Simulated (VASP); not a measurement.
# C: single point with PBEsol+D3(BJ)

The system is C.

```
CELL_PARAMETERS angstrom
2.43726 0.00000 0.00000
-1.21863 2.11073 0.00000
0.00000 0.00000 3.50019
ATOMIC_POSITIONS crystal
C 0.31924 0.63848 0.00000
C 0.68076 0.36152 0.00000
```

This cell differs from its parent crystal: atoms displaced along a vibrational mode, the cell strained.

```json
{
 "Program": "VASP 6.6.1",
 "Task": "single point",
 "Functional": "PBEsol",
 "Dispersion": "D3(BJ)",
 "Potentials or basis": "VASP PAW PBE potentials, release 64 (C)",
 "Cutoff": "520 eV",
 "k mesh": "21 × 21 × 12",
 "Occupations": "gaussian, width 0.15 eV",
 "Spin": "no spin polarisation"
}
```

```json
{
  "Pressure": "13.8 GPa",
  "Largest force": "5.914 eV/Å",
  "Band gap on the k mesh": "zero (bands 4 and 5 overlap by 0.50 eV)",
  "Dispersion energy per atom": "-0.106 eV"
}
```

Forces in eV/Å, atoms in the order of the input:
```
C    0.000  5.914  0.000
C    0.000 -5.914  0.000
```

Stress tensor (GPa, compression positive):
```
35.64  0.00  0.00
 0.00  5.77  0.00
 0.00  0.00 -0.05
```

Levels at points of the mesh, in eV from the Fermi level:
```tsv
k point	band 2	band 3	band 4	band 5	band 6	band 7
(0.00, 0.00, 0.00)	-6.99	-4.67	-0.93	3.72	6.24	11.00
(0.00, 0.00, 0.50)	-8.59	-4.65	-0.89	6.29	9.31	11.09
```

It took 110 s on 1 thread of Intel(R) Xeon(R) Platinum 8259CL CPU @ 2.50GHz (Skylake/Cascade Lake) (shared host), peak memory 0.24 GiB.

Caveat: the cell differs from its parent crystal (atoms displaced along a vibrational mode, the cell strained); the stress differs along the axes, from -0 to 36 GPa; the PAW data sets were made with another functional, which shifts forces and pressure a little.
